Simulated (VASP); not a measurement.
# TiSn2Te3 (P6/mmm) in VASP: further runs, part 2 of 3

VASP 6.6.1.

### Step 3. Single point, PBE

This run uses another cell than the first one, of 27.71 Å³/atom.

File INCAR:

```
SYSTEM = TiSn2Te3
PREC = Accurate
ENCUT = 520
EDIFF = 1E-6
ISMEAR = 0
SIGMA = 0.1
LREAL = .FALSE.
LASPH = .TRUE.
NELM = 80
ALGO = Normal
ISIF = 2
LWAVE = .FALSE.
LCHARG = .FALSE.
GGA = PE
NBANDS = 38
```

File KPOINTS:

```
Automatic mesh
0
G
  6 6 2
  0 0 0
```

File POSCAR:

```
TiSn2Te3
1.0
    5.4775097973      0.0000000033      0.0000000000
   -2.7387549015      4.7436626322      0.0000000000
    0.0000000000      0.0000000000      6.3985476611
Ti Sn Te
1 2 3
Direct
    0.0000000000      0.0000000000      0.0000000000
    0.3333333333      0.6666666667      0.0000000000
    0.6666666667      0.3333333333      0.0000000000
    0.3333333333      0.6666666667      0.5000000000
    0.6666666667      0.3333333333      0.5000000000
    0.0000000000      0.0000000000      0.5000000000
```

Potentials or basis: VASP PAW PBE potentials, release 64 (Ti_sv, Sn_d, Te).

Launch:

```sh
> cat potpaw_PBE.64/Ti_sv/POTCAR potpaw_PBE.64/Sn_d/POTCAR potpaw_PBE.64/Te/POTCAR > POTCAR
> mpirun -np 1 vasp_std > vasp.out
```

OUTCAR:

```text
SYSTEM = TiSn2Te3
   PREC = Accurate
   ENCUT = 520
   EDIFF = 1E-6
   ISMEAR = 0
   LREAL = .FALSE.
   LASPH = .TRUE.
   NELM = 80
   ISIF = 2
   GGA = PE

 ion  position               nearest neighbor table
   1  0.000  0.000  0.000-   2 3.16   3 3.16   2 3.16   3 3.16   3 3.16   2 3.16   6 3.20   6 3.20

   2  0.333  0.667  0.000-   3 3.16   1 3.16   3 3.16   1 3.16   1 3.16   3 3.16   4 3.20   4 3.20

   3  0.667  0.333  0.000-   2 3.16   1 3.16   2 3.16   1 3.16   1 3.16   2 3.16   5 3.20   5 3.20

   4  0.333  0.667  0.500-   5 3.16   6 3.16   5 3.16   6 3.16   6 3.16   5 3.16   2 3.20   2 3.20

   5  0.667  0.333  0.500-   4 3.16   6 3.16   4 3.16   6 3.16   6 3.16   4 3.16   3 3.20   3 3.20

   6  0.000  0.000  0.500-   4 3.16   5 3.16   4 3.16   5 3.16   5 3.16   4 3.16   1 3.20   1 3.20

  LATTYP: Found a hexagonal cell.
 ALAT       =     5.4775097973
 C/A-ratio  =     1.1681490126

  Lattice vectors:

 A1 = (   5.4775097973,   0.0000000033,   0.0000000000)
 A2 = (  -2.7387549015,   4.7436626322,   0.0000000000)
 A3 = (   0.0000000000,   0.0000000000,   6.3985476611)

Analysis of symmetry for initial positions (statically):
=====================================================================
 Subroutine PRICEL returns:
 Original cell was already a primitive cell.

 Routine SETGRP: Setting up the symmetry group for a
 hexagonal supercell.

 Subroutine GETGRP returns: Found 24 space group operations
 (whereof 24 operations were pure point group operations)
 out of a pool of 24 trial point group operations.

The static configuration has the point symmetry D_6h.

Analysis of symmetry for dynamics (positions and initial velocities):
=====================================================================
 Subroutine PRICEL returns:
 Original cell was already a primitive cell.

 Routine SETGRP: Setting up the symmetry group for a
 hexagonal supercell.

 Subroutine GETGRP returns: Found 24 space group operations
 (whereof 24 operations were pure point group operations)
 out of a pool of 24 trial point group operations.

The dynamic configuration has the point symmetry D_6h.

 Subroutine INISYM returns: Found 24 space group operations
 (whereof 24 operations are pure point group operations),
 and found     1 'primitive' translations

----------------------------------------------------------------------------------------

                                     Primitive cell

  volume of cell :     166.2564

  direct lattice vectors                    reciprocal lattice vectors
     5.477509797  0.000000003  0.000000000     0.182564712  0.105403786  0.000000000
    -2.738754902  4.743662632  0.000000000    -0.000000000  0.210807572  0.000000000
     0.000000000  0.000000000  6.398547661     0.000000000  0.000000000  0.156285466

  length of vectors
     5.477509797  5.477509797  6.398547661     0.210807572  0.210807572  0.156285466

  position of ions in fractional coordinates (direct lattice)
     0.000000000  0.000000000  0.000000000
     0.333333333  0.666666667  0.000000000
     0.666666667  0.333333333  0.000000000
[... 43 lines left out ...]
  0.333333  0.000000  0.000000      6.000000
  0.500000  0.000000  0.000000      3.000000
  0.166667  0.166667  0.000000      6.000000
  0.333333  0.166667  0.000000     12.000000
  0.333333  0.333333  0.000000      2.000000
  0.000000  0.000000  0.500000      1.000000
  0.166667  0.000000  0.500000      6.000000
  0.333333  0.000000  0.500000      6.000000
  0.500000  0.000000  0.500000      3.000000
  0.166667  0.166667  0.500000      6.000000
  0.333333  0.166667  0.500000     12.000000
  0.333333  0.333333  0.500000      2.000000
   k-points           NKPTS =     14   k-points in BZ     NKDIM =     14   number of bands    NBANDS=     38
   number of dos      NEDOS =    301   number of ions     NIONS =      6
   total plane-waves  NPLWV =  84672
   dimension x,y,z NGX =    42 NGY =   42 NGZ =   48
   dimension x,y,z NGXF=    84 NGYF=   84 NGZF=   96
   ions per type =               1   2   3
   NGX,Y,Z   is equivalent  to a cutoff of  12.75, 12.75, 12.47 a.u.
   NGXF,Y,Z  is equivalent  to a cutoff of  25.49, 25.49, 24.94 a.u.
 SYSTEM =  TiSn2Te3
   PREC   = accura    normal or accurate (medium, high low for compatibility)
   ISTART =      0    job   : 0-new  1-cont  2-samecut
   ICHARG =      2    charge: 1-file 2-atom 10-const
   ISPIN  =      1    spin polarized calculation?
   LNONCOLLINEAR =      F non collinear calculations
   LSORBIT =      F    spin-orbit coupling
   LASPH  =      T    aspherical Exc in radial PAW
   ENCUT  =  520.0 eV  38.22 Ry    6.18 a.u.  10.18 10.18 11.90*2*pi/ulx,y,z
   NELM   =     80;   NELMIN=  2; NELMDL= -5     # of ELM steps
   EDIFF  = 0.1E-05   stopping-criterion for ELM
   LREAL  =      F    real-space projection
   EDIFFG = 0.1E-04   stopping-criterion for IOM
   NSW    =      0    number of steps for IOM
   IBRION =     -1    ionic relax: 0-MD 1-quasi-New 2-CG
   NFREE  =      0    steps in history (QN), initial steepest desc. (CG)
   ISIF   =      2    stress and relaxation
   ISYM   =      2    0-nonsym 1-usesym 2-fastsym
   POTIM  = 0.5000    time-step for ionic-motion
   TEBEG  =    0.0;   TEEND  =   0.0 temperature during run
   PSTRESS=    0.0 pullay stress
   NELECT =      58.0000    total number of electrons
   NUPDOWN=      -1.0000    fix difference up-down
   EMIN   =  10.00;   EMAX   =-10.00  energy-range for DOS
   EFERMI =   0.00;   METHOD = LEGACY
   ISMEAR =     0;   SIGMA  =   0.10  broadening in eV -4-tet -1-fermi 0-gaus
   EFERMI_NEDOS =   21; number of points for ismear=-14 and -15
   IALGO  =     38    algorithm
   IMIX   =      4    mixing-type and parameters
     AMIX     =   0.40;   BMIX     =  1.00
     AMIX_MAG =   1.60;   BMIX_MAG =  1.00
  volume/ion in A,a.u.               =      27.71       186.99
  Fermi-wavevector in a.u.,A,eV,Ry     =   1.152457  2.177828 18.070673  1.328157
  Thomas-Fermi vector in A             =   2.289108
   LORBIT       =      0    0 simple, 1 ext, 2 COOP (PROOUT), +10 PAW based schemes
   GGA     = PE    functional components
   LHFCALC =     F    Hartree Fock is set to
   AEXX    =    0.0000 exact exchange contribution
   IVDW    =     0    specifies the selected vdW correction
   LEPSILON=     F    determine dielectric tensor
   LRPA    =     F    only Hartree local field effects (RPA)
 non-spin polarized calculation
 Gauss-broadening in eV      SIGMA  =   0.10
  energy-cutoff  :      520.00
  volume of cell :      166.26
 maximum number of plane-waves:      4530
 NGX is ok and might be reduce to    42
   NGX = 21   NGY = 21   NGZ = 23

 number of electron      58.0000032 magnetization

 Free energy of the ion-electron system (eV)
  ---------------------------------------------------
  ext. energy  EPLUGINS =         0.00000000
  ---------------------------------------------------
  free energy    TOTEN  =       -23.27026625 eV

  energy without entropy =      -23.22775090  energy(sigma->0) =      -23.24900857

 E-fermi :   7.5512     XC(G=0): -10.0017

 val. band max:        7.5382049914   @ k =   0.3333   0.0000   0.0000
 cond. band min:       7.5800226018   @ k =   0.3333   0.0000   0.0000
 fundamental gap:      0.0418176104
 Fermi energy:         7.5511862861

 k-point     1 :       0.0000    0.0000    0.0000
  band No.  band energies     occupation
      1     -50.1174      2.00000
      2     -26.6695      2.00000
      3     -26.2096      2.00000
      4     -26.2096      2.00000
      5     -13.6941      2.00000
      6     -13.6247      2.00000
[... 563 lines left out ...]
     37       9.8294      0.00000
     38       9.8294      0.00000

------------------------ aborting loop because EDIFF is reached ----------------------------------------

  FORCE on cell =-STRESS in cart. coord.  units (eV):
  Direction    XX          YY          ZZ          XY          YZ          ZX
  --------------------------------------------------------------------------------------
  -------------------------------------------------------------------------------------
  Total       -0.1568125     -0.1568125     -0.0696978     -0.0000000     -0.0000000      0.0000000
  in kB       -1.5111684     -1.5111684     -0.6716629     -0.0000000     -0.0000000      0.0000000
  external PRESSURE =      -1.2313332 kB  Pullay stress =       0.0000000 kB

 VOLUME and BASIS-vectors are now :
 -----------------------------------------------------------------------------
  energy-cutoff  :      520.00
  volume of cell :      166.26
      direct lattice vectors                 reciprocal lattice vectors
     5.477509797  0.000000003  0.000000000     0.182564712  0.105403786  0.000000000
    -2.738754902  4.743662632  0.000000000    -0.000000000  0.210807572  0.000000000
     0.000000000  0.000000000  6.398547661     0.000000000  0.000000000  0.156285466

 POSITION                                       TOTAL-FORCE (eV/Angst)
 -----------------------------------------------------------------------------------
      0.00000      0.00000      0.00000         0.000000     -0.000000      0.000000
     -0.00000      3.16244      0.00000         0.000000      0.000000     -0.000000
      2.73875      1.58122      0.00000        -0.000000     -0.000000      0.000000
     -0.00000      3.16244      3.19927         0.000000     -0.000000      0.000000
      2.73875      1.58122      3.19927         0.000000     -0.000000      0.000000
      0.00000      0.00000      3.19927         0.000000     -0.000000      0.000000
 -----------------------------------------------------------------------------------
    total drift:                               -0.000000      0.000000      0.000000

  FREE ENERGIE OF THE ION-ELECTRON SYSTEM (eV)
  ---------------------------------------------------
  free  energy   TOTEN  =       -23.2702662480 eV

  energy  without entropy=      -23.2277509009  energy(sigma->0) =      -23.24900857
```

OSZICAR:

```text
N       E                     dE             d eps       ncg     rms          rms(c)
DAV:   1     0.586307832868E+03    0.58631E+03   -0.26368E+04  1114   0.178E+03
DAV:   2     0.581833803077E+02   -0.52812E+03   -0.51512E+03  1064   0.525E+02
DAV:   3    -0.210248669516E+02   -0.79208E+02   -0.76139E+02  1452   0.168E+02
DAV:   4    -0.258246792169E+02   -0.47998E+01   -0.47370E+01  1464   0.401E+01
DAV:   5    -0.260020890505E+02   -0.17741E+00   -0.17698E+00  1542   0.740E+00    0.166E+01
DAV:   6    -0.339193252447E+02   -0.79172E+01   -0.64192E+01  1404   0.217E+01    0.371E+01
DAV:   7    -0.242330269843E+02    0.96863E+01   -0.13804E+02  1296   0.338E+01    0.107E+01
DAV:   8    -0.234934973290E+02    0.73953E+00   -0.40448E+00  1152   0.674E+00    0.425E+00
DAV:   9    -0.232976466698E+02    0.19585E+00   -0.75633E-01  1352   0.359E+00    0.201E+00
DAV:  10    -0.232724618716E+02    0.25185E-01   -0.14228E-01  1414   0.129E+00    0.138E+00
DAV:  11    -0.232778218498E+02   -0.53600E-02   -0.33687E-02  1276   0.639E-01    0.106E+00
DAV:  12    -0.232705966318E+02    0.72252E-02   -0.39711E-02  1392   0.466E-01    0.339E-01
DAV:  13    -0.232704415941E+02    0.15504E-03   -0.77698E-04  1348   0.149E-01    0.159E-01
DAV:  14    -0.232702632388E+02    0.17836E-03   -0.38955E-04  1340   0.853E-02    0.235E-02
DAV:  15    -0.232702652723E+02   -0.20335E-05   -0.37606E-05  1418   0.268E-02    0.103E-02
DAV:  16    -0.232702662480E+02   -0.97571E-06   -0.40735E-06  1108   0.103E-02
   1 F= -.23270266E+02 E0= -.23249009E+02  d E =-.425153E-01
```

stdout:

```text
POSCAR found type information on POSCAR TiSnTe
 POSCAR found :  3 types and       6 ions
 scaLAPACK will be used
 LDA part: xc-table for (Slater+PW92), standard interpolation
 POSCAR, INCAR and KPOINTS ok, starting setup
 FFT: planning ... GRIDC
 FFT: planning ... GRID_SOFT
 FFT: planning ... GRID
 WAVECAR not read
 entering main loop
```

It took 82 s on 1 thread of Intel Xeon Platinum 8488C (Sapphire Rapids), shared host; peak memory 0.32 GiB.

What came out:

- Free energy: -23.2703 eV
- Pressure: -0.1 GPa
- Band gap on the k mesh: zero (bands 29 and 30 overlap by 0.64 eV)

Caveat: the k points lie up to 0.49 Å⁻¹ apart, too coarse for converged energies and pressures of a metal; spin-orbit coupling is left out, which moves the levels of the heavy elements.

### Step 4. Single point, PBE

This run uses another cell than the first one, of 33.24 Å³/atom.

File INCAR:

```
ALGO = Normal
EDIFF = 1E-6
ENCUT = 520
GGA = PE
ISIF = 2
ISMEAR = 0
LASPH = T
LCHARG = F
LREAL = F
LWAVE = F
NBANDS = 38
NELM = 60
PREC = Accurate
SIGMA = 0.1
```

File KPOINTS:

```
k-points
0
Gamma
  6 6 2
```

File POSCAR:

```
TiSn2Te3
1.0
    4.7500375900      0.0000000000      0.0000000000
   -2.3750188000      4.1136532200      0.0000000000
    0.0000000000      0.0000000000     10.2058737300
Ti Sn Te
1 2 3
Direct
    0.0000000000      0.0000000000      0.0000000000
    0.3333333300      0.6666666700      0.0000000000
    0.6666666700      0.3333333300      0.0000000000
    0.3333333300      0.6666666700      0.5000000000
    0.6666666700      0.3333333300      0.5000000000
    0.0000000000      0.0000000000      0.5000000000
```

Potentials or basis: VASP PAW PBE potentials, release 64 (Ti_sv, Sn_d, Te).

Launch:

```sh
> cat potpaw_PBE.64/Ti_sv/POTCAR potpaw_PBE.64/Sn_d/POTCAR potpaw_PBE.64/Te/POTCAR > POTCAR
> mpirun -np 1 vasp_std > vasp.out
```

OUTCAR:

```text
EDIFF = 1E-6
   ENCUT = 520
   GGA = PE
   ISIF = 2
   ISMEAR = 0
   LASPH = T
   LREAL = F
   NELM = 60
   PREC = Accurate

 ion  position               nearest neighbor table
   1  0.000  0.000  0.000-   2 2.74   3 2.74   3 2.74   2 2.74   3 2.74   2 2.74
   2  0.333  0.667  0.000-   3 2.74   3 2.74   1 2.74   1 2.74   1 2.74   3 2.74
   3  0.667  0.333  0.000-   2 2.74   2 2.74   1 2.74   1 2.74   1 2.74   2 2.74
   4  0.333  0.667  0.500-   5 2.74   5 2.74   6 2.74   6 2.74   6 2.74   5 2.74
   5  0.667  0.333  0.500-   4 2.74   4 2.74   6 2.74   6 2.74   6 2.74   4 2.74
   6  0.000  0.000  0.500-   4 2.74   5 2.74   5 2.74   4 2.74   5 2.74   4 2.74

  LATTYP: Found a hexagonal cell.
 ALAT       =     4.7500375900
 C/A-ratio  =     2.1485879925

  Lattice vectors:

 A1 = (   4.7500375900,   0.0000000000,   0.0000000000)
 A2 = (  -2.3750188000,   4.1136532200,   0.0000000000)
 A3 = (   0.0000000000,   0.0000000000,  10.2058737300)

Analysis of symmetry for initial positions (statically):
=====================================================================
 Subroutine PRICEL returns:
[... 172 lines left out ...]
 cond. band min:       5.5815147422   @ k =   0.1667   0.1667   0.5000
 fundamental gap:      0.0561716783
 Fermi energy:         5.5789148419

 k-point     1 :       0.0000    0.0000    0.0000
  band No.  band energies     occupation
      1     -51.5486      2.00000
      2     -28.3735      2.00000
      3     -27.6296      2.00000
      4     -27.6296      2.00000
      5     -16.1186      2.00000
      6     -16.0146      2.00000
[... 563 lines left out ...]
     37       9.5688      0.00000
     38      10.6076      0.00000

------------------------ aborting loop because EDIFF is reached ----------------------------------------

  FORCE on cell =-STRESS in cart. coord.  units (eV):
  Direction    XX          YY          ZZ          XY          YZ          ZX
  --------------------------------------------------------------------------------------
  -------------------------------------------------------------------------------------
  Total       42.4868460     42.4868460     -1.0481206     -0.0000001      0.0000000      0.0000000
  in kB      341.3423389    341.3423386     -8.4206753     -0.0000004      0.0000000      0.0000000
  external PRESSURE =     224.7546674 kB  Pullay stress =       0.0000000 kB

 VOLUME and BASIS-vectors are now :
 -----------------------------------------------------------------------------
  energy-cutoff  :      520.00
  volume of cell :      199.42
      direct lattice vectors                 reciprocal lattice vectors
     4.750037590  0.000000000  0.000000000     0.210524650  0.121546464  0.000000000
    -2.375018800  4.113653220  0.000000000     0.000000000  0.243092927  0.000000000
     0.000000000  0.000000000 10.205873730     0.000000000  0.000000000  0.097982792

 POSITION                                       TOTAL-FORCE (eV/Angst)
 -----------------------------------------------------------------------------------
      0.00000      0.00000      0.00000        -0.000000      0.000000     -0.000000
     -0.00000      2.74244      0.00000        -0.000000      0.000000      0.000000
      2.37502      1.37122      0.00000         0.000000      0.000000     -0.000000
     -0.00000      2.74244      5.10294         0.000000      0.000000     -0.000000
      2.37502      1.37122      5.10294        -0.000000     -0.000000     -0.000000
      0.00000      0.00000      5.10294        -0.000000      0.000000     -0.000000
 -----------------------------------------------------------------------------------
    total drift:                                0.000000      0.000000     -0.000000

  FREE ENERGIE OF THE ION-ELECTRON SYSTEM (eV)
  ---------------------------------------------------
  free  energy   TOTEN  =       -16.6752958783 eV

  energy  without entropy=      -16.6432451464  energy(sigma->0) =      -16.65927051
```

stdout:

```text
POSCAR found type information on POSCAR TiSnTe
 POSCAR found :  3 types and       6 ions
 scaLAPACK will be used
 LDA part: xc-table for (Slater+PW92), standard interpolation
 POSCAR, INCAR and KPOINTS ok, starting setup
 FFT: planning ... GRIDC
 FFT: planning ... GRID_SOFT
 FFT: planning ... GRID
 WAVECAR not read
 entering main loop
```

Run time: 2.4 min. Hardware: 1 thread of Intel Xeon Platinum 8488C (Sapphire Rapids), shared host; peak memory 0.36 GiB.

What came out:

```yaml
Free_energy: -16.6753 eV
Pressure: 22.5 GPa
Band_gap_on_the_k_mesh: zero (bands 29 and 30 overlap by 0.50 eV)
```

Stress tensor (GPa, compression positive):
```
34.13  0.00  0.00
 0.00 34.13  0.00
 0.00  0.00 -0.84
```

Levels at points of the mesh, in eV from the Fermi level:
```csv
k point,band 25,band 26,band 27,band 28,band 29,band 30,band 31,band 32,band 33,band 34
"(0.00, 0.00, 0.00)",-3.37,-2.73,-2.17,0.04,0.27,0.27,0.75,0.77,1.52,1.52
"(0.50, 0.00, 0.00)",-1.73,-0.50,-0.30,-0.30,-0.15,0.17,0.26,0.36,1.31,1.31
"(0.00, 0.00, 0.50)",-3.37,-2.86,-2.17,0.20,0.27,0.27,0.77,0.79,1.51,1.51
"(0.50, 0.00, 0.50)",-1.73,-0.48,-0.30,-0.30,-0.15,0.11,0.17,0.43,1.31,1.31
```

Caveat: the stress differs along the axes, from -1 to 34 GPa; spin-orbit coupling is left out, which moves the levels of the heavy elements.

(Part 2 of 3 ends here.)

The gap in the log of VASP goes by the Fermi energy; the results here count the filled bands.